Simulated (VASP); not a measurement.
# BAs (F-43m) in VASP: notebook, part 2 of 2

VASP 6.6.1. The steps go on from the part before.

### 3 Relaxation of cell and atoms, PBE+D4

INCAR

```
  PREC = Accurate
  ENCUT = 500
  EDIFF = 1E-7
  ISMEAR = 1
  SIGMA = 0.01
  LREAL = False
  LASPH = True
  NELM = 120
  ALGO = Normal
  ISIF = 3
  LWAVE = False
  LCHARG = False
  GGA = PE
  IVDW = 13
  IBRION = 2
  NSW = 80
  EDIFFG = -0.01
  GGA_COMPAT = False
  NELMIN = 4
```

KPOINTS

```
Automatic mesh
0
Gamma
  8 8 8
```

POSCAR

```
BAs
1.0
    0.0000000000      2.3885000000      2.3885000000
    2.3885000000      0.0000000000      2.3885000000
    2.3885000000      2.3885000000      0.0000000000
B As
1 1
Direct
    0.0000000000      0.0000000000      0.0000000000
    0.2500000000      0.2500000000      0.2500000000
```

Potentials or basis: VASP PAW PBE potentials, release 64 (B, As).

Run with:

```
$ cat potpaw_PBE.64/B/POTCAR potpaw_PBE.64/As/POTCAR > POTCAR
$ mpirun -np 1 vasp_std > vasp.out
```

OUTCAR:

```text
PREC = Accurate
   ENCUT = 500
   EDIFF = 1E-7
   ISMEAR = 1
   LREAL = False
   LASPH = True
   NELM = 120
   ISIF = 3
   GGA = PE
   IVDW = 13
   IBRION = 2
   NSW = 80
   EDIFFG = -0.01
   NELMIN = 4

 ion  position               nearest neighbor table
   1  0.000  0.000  0.000-   2 2.07   2 2.07   2 2.07   2 2.07
   2  0.250  0.250  0.250-   1 2.07   1 2.07   1 2.07   1 2.07

  LATTYP: Found a face centered cubic cell.
 ALAT       =     4.7770000000

  Lattice vectors:

 A1 = (   0.0000000000,   2.3885000000,   2.3885000000)
 A2 = (   2.3885000000,   0.0000000000,   2.3885000000)
 A3 = (   2.3885000000,   2.3885000000,   0.0000000000)

Analysis of symmetry for initial positions (statically):
=====================================================================
 Subroutine PRICEL returns:
 Original cell was already a primitive cell.

[... 251 lines left out ...]
 number of electron       8.0000000 magnetization

 Free energy of the ion-electron system (eV)
  ---------------------------------------------------
  ext. energy  EPLUGINS =         0.00000000
  ---------------------------------------------------
  free energy    TOTEN  =       -11.39927387 eV

  energy without entropy =      -11.39927387  energy(sigma->0) =      -11.39927387

 E-fermi :   6.2848     XC(G=0): -10.6142

 val. band max:        6.2046686682   @ k =   0.0000   0.0000   0.0000
 cond. band min:       7.3867028128   @ k =   0.3750   0.3750   0.0000
 fundamental gap:      1.1820341445
 Fermi energy:         6.2848147804

 k-point     1 :       0.0000    0.0000    0.0000
  band No.  band energies     occupation
      1      -9.2610      2.00000
      2       6.2047      2.00000
      3       6.2047      2.00000
      4       6.2047      2.00000
      5       9.4896      0.00000
      6       9.4896      0.00000
      7       9.4896      0.00000
      8      10.9808      0.00000
[... 243 lines left out ...]
 k-point    24 :      -0.3750    0.2500    0.1250
  band No.  band energies     occupation
      1      -5.7851      2.00000
      2      -2.1307      2.00000
      3       1.6175      2.00000
      4       3.1078      2.00000
      5      10.1842      0.00000
      6      10.9858      0.00000
      7      13.7012      0.00000
      8      15.2730      0.00000

 [... further k-points ...]

------------------------ aborting loop because EDIFF is reached ----------------------------------------

  DFT-D4 for vdW energy calculation

  Edisp (eV):   -0.75657
[... 25 lines left out ...]
  FREE ENERGIE OF THE ION-ELECTRON SYSTEM (eV)
  ---------------------------------------------------
  free  energy   TOTEN  =       -12.1558412162 eV

  energy  without entropy=      -12.1558412162  energy(sigma->0) =      -12.15584122

 reached required accuracy - stopping structural energy minimisation
```

OSZICAR:

```text
N       E                     dE             d eps       ncg     rms          rms(c)
DAV:   1     0.143772445932E+02    0.14377E+02   -0.38610E+03   464   0.856E+02
DAV:   2    -0.116914440959E+02   -0.26069E+02   -0.24943E+02   736   0.108E+02
DAV:   3    -0.120435211120E+02   -0.35208E+00   -0.35208E+00   496   0.171E+01
[... 21 lines left out ...]
DAV:   2    -0.113993338181E+02    0.16573E-03   -0.26859E-04   504   0.102E-01    0.399E-02
DAV:   3    -0.113992788535E+02    0.54965E-04   -0.11055E-04   544   0.588E-02    0.133E-02
DAV:   4    -0.113992743236E+02    0.45299E-05   -0.65088E-06   584   0.169E-02    0.743E-03
DAV:   5    -0.113992738581E+02    0.46556E-06   -0.44050E-07   560   0.459E-03    0.381E-03
DAV:   6    -0.113992738748E+02   -0.16692E-07   -0.28917E-08   232   0.124E-03
   3 F= -.12155841E+02 E0= -.12155841E+02  d E =-.566265E-03
```

CONTCAR:

```text
BAs
   1.00000000000000
     0.0000000000000000    2.3829328545318047    2.3829328545318047
     2.3829328545318047    0.0000000000000000    2.3829328545318047
     2.3829328545318047    2.3829328545318047    0.0000000000000000
  B               As
     1     1
Direct
     0.0000000000000000    0.0000000000000000    0.0000000000000000
     0.2500000000000000    0.2500000000000000    0.2500000000000000

  0.00000000E+00  0.00000000E+00  0.00000000E+00
  0.00000000E+00  0.00000000E+00  0.00000000E+00
```

It took 22 s on 1 thread of Intel Xeon 6975P-C (Granite Rapids), shared host; peak memory 0.16 GiB.

What came out:

```yaml
Free_energy: -12.1558 eV
Relaxed_volume: 13.53 Å³/atom
Relaxed_cell: a = 3.370 Å, b = 3.370 Å, c = 3.370 Å, α = 60.00°, β = 60.00°, γ = 60.00°
Space_group_after_relaxing_to_0.05_Å: F-43m (No. 216)
Energy_gained_by_relaxing: 0.3 meV/atom
Ionic_steps: 3
Pressure_after_relaxing: 0.0 GPa
Band_gap_on_the_k_mesh: 1.18 eV, indirect (least direct gap 3.28 eV)
Dispersion_energy_per_atom: -0.378 eV
```

Step by step:
```
step  energy change (eV)  largest force (eV/Å)  pressure (GPa)  volume (Å³)
   1              0.0000                0.0000           -0.96        27.25
   2             -0.0003                0.0000            0.70        26.93
   3             -0.0006                0.0000            0.01        27.06
```

Final structure:
```xyz
2
Lattice="0.0000 2.3829 2.3829 2.3829 0.0000 2.3829 2.3829 2.3829 0.0000" Properties=species:S:1:pos:R:3 pbc="T T T"
B     0.0000    0.0000    0.0000
As    1.1915    1.1915    1.1915
```

Levels at points of the mesh, in eV from the valence-band top:
```tsv
k point	band 2	band 3	band 4	band 5	band 6	band 7
(0.00, 0.00, 0.00)	0.00	0.00	0.00	3.28	3.28	3.28
(0.50, 0.00, 0.00)	-8.84	-1.83	-1.83	2.73	4.79	4.79
(0.50, 0.50, 0.00)	-8.57	-4.11	-4.11	1.42	1.43	11.43
```

A k mesh can miss the band edges. As with any semilocal functional, this PBE gap is likely too small.

### 4 Relaxation of cell and atoms, PBE+D4, target pressure 2 GPa, at which the enthalpy is minimised

INCAR

```
SYSTEM = BAs
  ALGO = Normal
  EDIFF = 1E-7
  EDIFFG = -0.01
  ENCUT = 500
  GGA = PE
  GGA_COMPAT = .FALSE.
  IBRION = 2
  ISIF = 3
  ISMEAR = 1
  IVDW = 13
  LASPH = .TRUE.
  LCHARG = .FALSE.
  LREAL = .FALSE.
  LWAVE = .FALSE.
  NELM = 120
  NELMIN = 4
  NSW = 80
  PREC = Accurate
  PSTRESS = 20.0
  SIGMA = 0.01
```

KPOINTS

```
k-points
0
G
  8 8 8
  0 0 0
```

POSCAR is that of step 3.

Potentials or basis: VASP PAW PBE potentials, release 64 (B, As).

Run with:

```
$ cat potpaw_PBE.64/B/POTCAR potpaw_PBE.64/As/POTCAR > POTCAR
$ mpirun -np 1 vasp_std > vasp.out
```

OUTCAR:

```text
SYSTEM = BAs
   EDIFF = 1E-7
   EDIFFG = -0.01
   ENCUT = 500
   GGA = PE
   IBRION = 2
   ISIF = 3
   ISMEAR = 1
   IVDW = 13
   LASPH = .TRUE.
   LREAL = .FALSE.
   NELM = 120
   NELMIN = 4
   NSW = 80
   PREC = Accurate
   PSTRESS = 20.0

 ion  position               nearest neighbor table
   1  0.000  0.000  0.000-   2 2.07   2 2.07   2 2.07   2 2.07
   2  0.250  0.250  0.250-   1 2.07   1 2.07   1 2.07   1 2.07

  LATTYP: Found a face centered cubic cell.
 ALAT       =     4.7770000000

  Lattice vectors:

 A1 = (   0.0000000000,   2.3885000000,   2.3885000000)
 A2 = (   2.3885000000,   0.0000000000,   2.3885000000)
 A3 = (   2.3885000000,   2.3885000000,   0.0000000000)

Analysis of symmetry for initial positions (statically):
=====================================================================
 Subroutine PRICEL returns:
 Original cell was already a primitive cell.
[... 255 lines left out ...]

 number of electron       8.0000000 magnetization

 Free energy of the ion-electron system (eV)
  ---------------------------------------------------
  ext. energy  EPLUGINS =         0.00000000
  ---------------------------------------------------
  free energy    TOTEN  =       -11.38649493 eV

  energy without entropy =      -11.38649833  energy(sigma->0) =      -11.38649606

 E-fermi :   6.3672     XC(G=0): -10.6742

 val. band max:        6.3588124377   @ k =   0.0000   0.0000   0.0000
 cond. band min:       7.5272574532   @ k =   0.3750   0.3750   0.0000
 fundamental gap:      1.1684450155
 Fermi energy:         6.3672312287

 k-point     1 :       0.0000    0.0000    0.0000
  band No.  band energies     occupation
      1      -9.2345      2.00000
      2       6.3588      2.00000
      3       6.3588      2.00000
      4       6.3588      2.00000
      5       9.6614      0.00000
      6       9.6614      0.00000
      7       9.6614      0.00000
      8      11.3120      0.00000
[... 243 lines left out ...]
 k-point    24 :      -0.3750    0.2500    0.1250
  band No.  band energies     occupation
      1      -5.6985      2.00000
      2      -2.0655      2.00000
      3       1.7194      2.00000
      4       3.2154      2.00000
      5      10.3611      0.00000
      6      11.1791      0.00000
      7      13.9318      0.00000
      8      15.5114      0.00000

 [... further k-points ...]

------------------------ aborting loop because EDIFF is reached ----------------------------------------

  DFT-D4 for vdW energy calculation

  Edisp (eV):   -0.76707
[... 29 lines left out ...]
  energy  without entropy=      -12.1535690430  energy(sigma->0) =      -12.15356678

  enthalpy is  TOTEN    =       -11.8203775834 eV   P V=        0.3331880625

 reached required accuracy - stopping structural energy minimisation
```

Wall time 22 s (1 thread of Intel Xeon 6975P-C (Granite Rapids), shared host); peak memory 0.16 GiB.

What came out:

* Free energy: -12.1536 eV
* Relaxed volume: 13.35 Å³/atom
* Relaxed cell: a = 3.355 Å, b = 3.355 Å, c = 3.355 Å, α = 60.00°, β = 60.00°, γ = 60.00°
* Space group after relaxing (to 0.05 Å): F-43m (No. 216)
* Energy change on relaxing (the enthalpy is what falls): +0.9 meV/atom
* Ionic steps: 3
* Pressure after relaxing: 2.0 GPa
* Band gap on the k mesh: 1.17 eV, indirect (least direct gap 3.30 eV)
* Dispersion energy per atom: -0.384 eV

Step by step:
| step | energy change (eV) | largest force (eV/Å) | pressure (GPa) | volume (Å³) |
| --- | --- | --- | --- | --- |
| 1 | 0.0000 | 0.0000 | -0.96 | 27.25 |
| 2 | 0.0101 | 0.0000 | 4.46 | 26.27 |
| 3 | 0.0017 | 0.0000 | 2.00 | 26.69 |

Final structure:
```xyz
2
Lattice="0.0000 2.3720 2.3720 2.3720 0.0000 2.3720 2.3720 2.3720 0.0000" Properties=species:S:1:pos:R:3 pbc="T T T"
B     0.0000    0.0000    0.0000
As    1.1860    1.1860    1.1860
```

Caveat: the cell is relaxed towards a set pressure, so the enthalpy falls and the energy may rise. PBE gaps usually lie below the measured ones, often by a third to a half.

### 5 Summary

```csv
cell,gap on the mesh (eV),pressure (GPa)
relaxed to -2 GPa,1.20,-2.0
relaxed,1.18,0.0
relaxed to 2 GPa,1.17,2.0
```

Alike in all rows: task relaxation of cell and atoms; level PBE+D4; potentials or basis VASP PAW PBE potentials, release 64 (B, As); no spin polarisation; k mesh 8 × 8 × 8; cutoff (eV) 500; smearing methfessel-paxton 0.01 eV.

Caveats: the cell is relaxed towards a set pressure, so the enthalpy falls and the energy may rise (some runs).

Absolute energies hang on the potentials; compare differences alone.
